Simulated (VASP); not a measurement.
# In2Bi (P6_3/mmc) in VASP: notebook

Runs on In2Bi. Level: LDA. Tasks: single point.

Everything below comes from runs of VASP 6.6.1. Logs are shortened: lines on timing, memory, paths and dates and some standing lists are left out, and cuts for length are marked.

## (1) The cell of the first run

The structure is hexagonal, space group P6_3/mmc (No. 194). The conventional cell has a = 5.521 Å, b = 5.521 Å, c = 6.594 Å, α = 90.00°, β = 90.00°, γ = 120.00°. In (site symmetry -3m) has 8 In at 3.30 to 3.59 Å and 6 Bi at 3.59 Å within 4.3 Å. In (site symmetry -6m2) has 5 Bi at 3.19 to 3.30 Å and 6 In at 3.59 Å within 4.2 Å. Within 4.2 Å of Bi (site symmetry -6m2) lie 11 In at 3.19 to 3.59 Å.

## (2) Single point, LDA

File INCAR:

```
PREC     = Accurate       # precision mode
ENCUT    = 520            # plane-wave cutoff, eV
EDIFF    = 1E-7           # SCF threshold, eV
ISMEAR   = 0              # smearing method
SIGMA    = 0.05           # smearing width, eV
LREAL    = False          # projectors in reciprocal space
LASPH    = True           # aspherical terms in the spheres
NELM     = 60             # most SCF steps
ALGO     = Normal         # electronic algorithm
ISIF     = 2              # what is computed and relaxed
LWAVE    = False          # write WAVECAR
LCHARG   = False          # write CHGCAR
NBANDS   = 50             # bands
```

File KPOINTS:

```
regular mesh
0
Gamma
  5 5 4
```

File POSCAR:

```
In2Bi
1.0
    5.5212582507      0.0000000000      0.0000000000
   -2.7606291254      4.7815497940      0.0000000000
    0.0000000000      0.0000000000      6.5940520380
In Bi
4 2
Direct
    0.0000000000      0.0000000000      0.0000000000
    0.0000000000      0.0000000000      0.5000000000
    0.3333333333      0.6666666667      0.7500000000
    0.6666666667      0.3333333333      0.2500000000
    0.3333333333      0.6666666667      0.2500000000
    0.6666666667      0.3333333333      0.7500000000
```

Potentials or basis: VASP PAW LDA potentials, release 64 (In_d, Bi_d).

Started as:

```sh
$ cat potpaw_LDA.64/In_d/POTCAR potpaw_LDA.64/Bi_d/POTCAR > POTCAR
$ mpirun -np 1 vasp_std > vasp.out
```

OUTCAR:

```text
PREC = Accurate
   ENCUT = 520
   EDIFF = 1E-7
   ISMEAR = 0
   LREAL = False
   LASPH = True
   NELM = 60
   ISIF = 2

 ion  position               nearest neighbor table
   1  0.000  0.000  0.000-   2 3.30   2 3.30   3 3.59   5 3.59   4 3.59   6 3.59   6 3.59   3 3.59
                             4 3.59   5 3.59   4 3.59   6 3.59   3 3.59   5 3.59
   2  0.000  0.000  0.500-   1 3.30   1 3.30   3 3.59   5 3.59   4 3.59   6 3.59   6 3.59   3 3.59
                             4 3.59   5 3.59   4 3.59   6 3.59   3 3.59   5 3.59
   3  0.333  0.667  0.750-   6 3.19   6 3.19   6 3.19   5 3.30   5 3.30   2 3.59   1 3.59   1 3.59
                             2 3.59   2 3.59   1 3.59
   4  0.667  0.333  0.250-   5 3.19   5 3.19   5 3.19   6 3.30   6 3.30   1 3.59   2 3.59   1 3.59
                             2 3.59   1 3.59   2 3.59
   5  0.333  0.667  0.250-   4 3.19   4 3.19   4 3.19   3 3.30   3 3.30   2 3.59   1 3.59   1 3.59
                             2 3.59   2 3.59   1 3.59
   6  0.667  0.333  0.750-   3 3.19   3 3.19   3 3.19   4 3.30   4 3.30   1 3.59   2 3.59   1 3.59
                             2 3.59   1 3.59   2 3.59

  LATTYP: Found a hexagonal cell.
 ALAT       =     5.5212582507
 C/A-ratio  =     1.1943024105

  Lattice vectors:

 A1 = (   5.5212582507,   0.0000000000,   0.0000000000)
 A2 = (  -2.7606291254,   4.7815497940,   0.0000000000)
 A3 = (   0.0000000000,   0.0000000000,   6.5940520380)

Analysis of symmetry for initial positions (statically):
=====================================================================
 Subroutine PRICEL returns:
 Original cell was already a primitive cell.

 Routine SETGRP: Setting up the symmetry group for a
 hexagonal supercell.

 Subroutine GETGRP returns: Found 24 space group operations
 (whereof 12 operations were pure point group operations)
 out of a pool of 24 trial point group operations.

The static configuration has the point symmetry D_3d.
 The point group associated with its full space group is D_6h.

Analysis of symmetry for dynamics (positions and initial velocities):
=====================================================================
 Subroutine PRICEL returns:
 Original cell was already a primitive cell.

 Routine SETGRP: Setting up the symmetry group for a
 hexagonal supercell.

 Subroutine GETGRP returns: Found 24 space group operations
 (whereof 12 operations were pure point group operations)
 out of a pool of 24 trial point group operations.

The dynamic configuration has the point symmetry D_3d.
 The point group associated with its full space group is D_6h.

 Subroutine INISYM returns: Found 24 space group operations
 (whereof 12 operations are pure point group operations),
 and found     1 'primitive' translations

----------------------------------------------------------------------------------------

                                     Primitive cell

  volume of cell :     174.0841

  direct lattice vectors                    reciprocal lattice vectors
     5.521258251  0.000000000  0.000000000     0.181118136  0.104568607  0.000000000
    -2.760629125  4.781549794  0.000000000     0.000000000  0.209137213  0.000000000
     0.000000000  0.000000000  6.594052038     0.000000000  0.000000000  0.151651821

  length of vectors
     5.521258251  5.521258154  6.594052038     0.209137210  0.209137213  0.151651821

  position of ions in fractional coordinates (direct lattice)
     0.000000000  0.000000000  0.000000000
     0.000000000  0.000000000  0.500000000
     0.333333333  0.666666667  0.750000000
     0.666666667  0.333333333  0.250000000
     0.333333333  0.666666667  0.250000000
     0.666666667  0.333333333  0.750000000

  ion indices of the primitive-cell ions
   primitive index   ion index
                 1           1
                 2           2
                 3           3
                 4           4
                 5           5
                 6           6

----------------------------------------------------------------------------------------

 KPOINTS: regular mesh

Automatic generation of k-mesh.
 Grid dimensions read from file:
 generate k-points for:    5    5    4

 Generating k-lattice:

  Cartesian coordinates                     Fractional coordinates (reciprocal lattice)
     0.036223627  0.020913721  0.000000000     0.200000000  0.000000000  0.000000000
     0.000000000  0.041827443  0.000000000     0.000000000  0.200000000  0.000000000
     0.000000000  0.000000000  0.037912955     0.000000000  0.000000000  0.250000000

  Length of vectors
     0.041827442  0.041827443  0.037912955

  Shift w.r.t. Gamma in fractional coordinates (k-lattice)
     0.000000000  0.000000000  0.000000000

 Subroutine IBZKPT returns following result:
 ===========================================

 Found     15 irreducible k-points:

 Following reciprocal coordinates:
            Coordinates               Weight
  0.000000  0.000000  0.000000      1.000000
  0.200000 -0.000000  0.000000      6.000000
  0.400000  0.000000  0.000000      6.000000
  0.200000  0.200000  0.000000      6.000000
  0.400000  0.200000  0.000000      6.000000
  0.000000  0.000000  0.250000      2.000000
  0.200000 -0.000000  0.250000     12.000000
  0.400000  0.000000  0.250000     12.000000
  0.200000  0.200000  0.250000     12.000000
  0.400000  0.200000  0.250000     12.000000
  0.000000  0.000000  0.500000      1.000000
  0.200000 -0.000000  0.500000      6.000000
  0.400000  0.000000  0.500000      6.000000
  0.200000  0.200000  0.500000      6.000000
  0.400000  0.200000  0.500000      6.000000
   k-points           NKPTS =     15   k-points in BZ     NKDIM =     15   number of bands    NBANDS=     50
   number of dos      NEDOS =    301   number of ions     NIONS =      6
   total plane-waves  NPLWV =  88200
   dimension x,y,z NGX =    42 NGY =   42 NGZ =   50
   dimension x,y,z NGXF=    84 NGYF=   84 NGZF=  100
   ions per type =               4   2
   NGX,Y,Z   is equivalent  to a cutoff of  12.65, 12.65, 12.61 a.u.
   NGXF,Y,Z  is equivalent  to a cutoff of  25.29, 25.29, 25.21 a.u.
 SYSTEM =  unknown system
   PREC   = accura    normal or accurate (medium, high low for compatibility)
   ISTART =      0    job   : 0-new  1-cont  2-samecut
   ICHARG =      2    charge: 1-file 2-atom 10-const
   ISPIN  =      1    spin polarized calculation?
   LNONCOLLINEAR =      F non collinear calculations
   LSORBIT =      F    spin-orbit coupling
   LASPH  =      T    aspherical Exc in radial PAW
   ENCUT  =  520.0 eV  38.22 Ry    6.18 a.u.  10.27 10.27 12.26*2*pi/ulx,y,z
   NELM   =     60;   NELMIN=  2; NELMDL= -5     # of ELM steps
   EDIFF  = 0.1E-06   stopping-criterion for ELM
   LREAL  =      F    real-space projection
   EDIFFG = 0.1E-05   stopping-criterion for IOM
   NSW    =      0    number of steps for IOM
   IBRION =     -1    ionic relax: 0-MD 1-quasi-New 2-CG
   NFREE  =      0    steps in history (QN), initial steepest desc. (CG)
   ISIF   =      2    stress and relaxation
   ISYM   =      2    0-nonsym 1-usesym 2-fastsym
   POTIM  = 0.5000    time-step for ionic-motion
   TEBEG  =    0.0;   TEEND  =   0.0 temperature during run
   PSTRESS=    0.0 pullay stress
   NELECT =      82.0000    total number of electrons
   NUPDOWN=      -1.0000    fix difference up-down
   EMIN   =  10.00;   EMAX   =-10.00  energy-range for DOS
   EFERMI =   0.00;   METHOD = LEGACY
   ISMEAR =     0;   SIGMA  =   0.05  broadening in eV -4-tet -1-fermi 0-gaus
   EFERMI_NEDOS =   21; number of points for ismear=-14 and -15
   IALGO  =     38    algorithm
   IMIX   =      4    mixing-type and parameters
     AMIX     =   0.40;   BMIX     =  1.00
     AMIX_MAG =   1.60;   BMIX_MAG =  1.00
  volume/ion in A,a.u.               =      29.01       195.80
  Fermi-wavevector in a.u.,A,eV,Ry     =   1.273776  2.407088 22.075526  1.622505
  Thomas-Fermi vector in A             =   2.406581
   LORBIT       =      0    0 simple, 1 ext, 2 COOP (PROOUT), +10 PAW based schemes
   GGA     = CA    functional components
   LHFCALC =     F    Hartree Fock is set to
   AEXX    =    0.0000 exact exchange contribution
   IVDW    =     0    specifies the selected vdW correction
   LEPSILON=     F    determine dielectric tensor
   LRPA    =     F    only Hartree local field effects (RPA)
 non-spin polarized calculation
 Gauss-broadening in eV      SIGMA  =   0.05
  energy-cutoff  :      520.00
  volume of cell :      174.08
 maximum number of plane-waves:      4716
 NGX is ok and might be reduce to    42
   NGX = 21   NGY = 21   NGZ = 25

 number of electron      82.0000013 magnetization

 Free energy of the ion-electron system (eV)
  ---------------------------------------------------
  ext. energy  EPLUGINS =         0.00000000
  ---------------------------------------------------
  free energy    TOTEN  =       -21.79457037 eV

  energy without entropy =      -21.78862530  energy(sigma->0) =      -21.79159783

 E-fermi :   6.9381     XC(G=0): -10.3105

 val. band max:        6.9198365911   @ k =   0.2000   0.2000   0.5000
 cond. band min:       6.9563787748   @ k =   0.4000   0.2000   0.2500
 fundamental gap:      0.0365421836
 Fermi energy:         6.9380697967

 k-point     1 :       0.0000    0.0000    0.0000
  band No.  band energies     occupation
      1     -15.7346      2.00000
      2     -15.7346      2.00000
      3     -15.7343      2.00000
      4     -15.7343      2.00000
      5     -15.6995      2.00000
      6     -15.6982      2.00000
[... 42 lines left out ...]
     49       9.5070      0.00000
     50      10.9258      0.00000

 k-point     2 :       0.2000   -0.0000    0.0000
  band No.  band energies     occupation
      1     -15.7355      2.00000
      2     -15.7350      2.00000
      3     -15.7342      2.00000
      4     -15.7337      2.00000
      5     -15.6989      2.00000
      6     -15.6986      2.00000
[... 681 lines left out ...]
 k-point    15 :       0.4000    0.2000    0.5000
  band No.  band energies     occupation
      1     -15.7352      2.00000
      2     -15.7352      2.00000
      3     -15.7344      2.00000
      4     -15.7344      2.00000
      5     -15.6970      2.00000
      6     -15.6970      2.00000
[... 42 lines left out ...]
     49      11.5928      0.00000
     50      11.5928      0.00000

------------------------ aborting loop because EDIFF is reached ----------------------------------------

  FORCE on cell =-STRESS in cart. coord.  units (eV):
  Direction    XX          YY          ZZ          XY          YZ          ZX
  --------------------------------------------------------------------------------------
  -------------------------------------------------------------------------------------
  Total       -5.0375424     -5.0375422     -0.4736640      0.0000000     -0.0000000      0.0000000
  in kB      -46.3628564    -46.3628543     -4.3593507      0.0000000     -0.0000000      0.0000000
  external PRESSURE =     -32.3616871 kB  Pullay stress =       0.0000000 kB

 VOLUME and BASIS-vectors are now :
 -----------------------------------------------------------------------------
  energy-cutoff  :      520.00
  volume of cell :      174.08
      direct lattice vectors                 reciprocal lattice vectors
     5.521258251  0.000000000  0.000000000     0.181118136  0.104568607  0.000000000
    -2.760629125  4.781549794  0.000000000     0.000000000  0.209137213  0.000000000
     0.000000000  0.000000000  6.594052038     0.000000000  0.000000000  0.151651821

 POSITION                                       TOTAL-FORCE (eV/Angst)
 -----------------------------------------------------------------------------------
      0.00000      0.00000      0.00000        -0.000000     -0.000000      0.000000
      0.00000      0.00000      3.29703        -0.000000     -0.000000      0.000000
     -0.00000      3.18770      4.94554         0.000000     -0.000000      0.000000
      2.76063      1.59385      1.64851         0.000000     -0.000000      0.000000
     -0.00000      3.18770      1.64851        -0.000000     -0.000000      0.000000
      2.76063      1.59385      4.94554         0.000000      0.000000      0.000000
 -----------------------------------------------------------------------------------
    total drift:                               -0.000000      0.000000     -0.000000

  FREE ENERGIE OF THE ION-ELECTRON SYSTEM (eV)
  ---------------------------------------------------
  free  energy   TOTEN  =       -21.7945703662 eV

  energy  without entropy=      -21.7886252984  energy(sigma->0) =      -21.79159783
```

Run time: 3.6 min. Hardware: 1 thread of Intel Xeon 6975P-C, shared host; peak memory 0.29 GiB.

What came out:

```
Free energy            : -21.7946 eV
Pressure               : -3.2 GPa
Band gap on the k mesh : zero (band 41 reaches 7.86 eV, above the bottom of band 42 at 6.10 eV)
```

Levels at points of the mesh, in eV from the Fermi level:
| k point | band 39 | band 40 | band 41 | band 42 | band 43 | band 44 |
| --- | --- | --- | --- | --- | --- | --- |
| (0.00, 0.00, 0.00) | -1.76 | -1.76 | -0.61 | -0.23 | -0.14 | -0.14 |
| (0.00, 0.00, 0.50) | -1.78 | -1.78 | -0.74 | -0.74 | -0.25 | -0.25 |

Caveat: spin-orbit coupling is left out, which moves the levels of the heavy elements.

## (3) Single point, LDA

This run uses another cell than the first one, of 29.72 Å³/atom, 1.024 times its volume.

File INCAR:

```
SYSTEM = In2Bi
PREC = Accurate
ENCUT = 520
EDIFF = 1E-7
ISMEAR = 0
SIGMA = 0.05
LREAL = .FALSE.
LASPH = .TRUE.
NELM = 80
ALGO = Normal
ISIF = 2
LWAVE = .FALSE.
LCHARG = .FALSE.
GGA = CA
NBANDS = 50
```

File KPOINTS:

```
Automatic mesh
0
G
  5 5 4
  0 0 0
```

POSCAR, as its differences from that of step 2:

```diff
@@ -2,5 +2,5 @@
 1.0
-    5.5212582507      0.0000000000      0.0000000000
-   -2.7606291254      4.7815497940      0.0000000000
-    0.0000000000      0.0000000000      6.5940520380
+    5.5657864499      0.0000000000      0.0000000000
+   -2.7828932250      4.8201123447      0.0000000000
+    0.0000000000      0.0000000000      6.6472321736
 In Bi
```

Potentials or basis: VASP PAW LDA potentials, release 64 (In_d, Bi_d).

Started as:

```sh
$ cat potpaw_LDA.64/In_d/POTCAR potpaw_LDA.64/Bi_d/POTCAR > POTCAR
$ mpirun -np 1 vasp_std > vasp.out
```

It took 4.2 min on 1 thread of Intel Xeon 6975P-C, shared host; peak memory 0.29 GiB.

The run converged. Its results:

* Free energy: -21.6997 eV
* Pressure: -4.0 GPa
* Band gap on the k mesh: zero (band 41 reaches 7.56 eV, above the bottom of band 42 at 5.83 eV)

Stress tensor (GPa, compression positive):
```
-5.40  0.00  0.00
 0.00 -5.40  0.00
 0.00  0.00 -1.34
```

Levels at points of the mesh, in eV from the Fermi level:
```csv
k point,band 37,band 38,band 39,band 40,band 41,band 42,band 43,band 44,band 45,band 46
"(0.00, 0.00, 0.00)",-2.31,-2.25,-1.70,-1.70,-0.59,-0.30,-0.11,-0.11,0.17,2.09
"(0.00, 0.00, 0.50)",-1.73,-1.73,-1.73,-1.73,-0.71,-0.71,-0.21,-0.21,-0.21,-0.21
```

Caveat: spin-orbit coupling is left out, which moves the levels of the heavy elements.
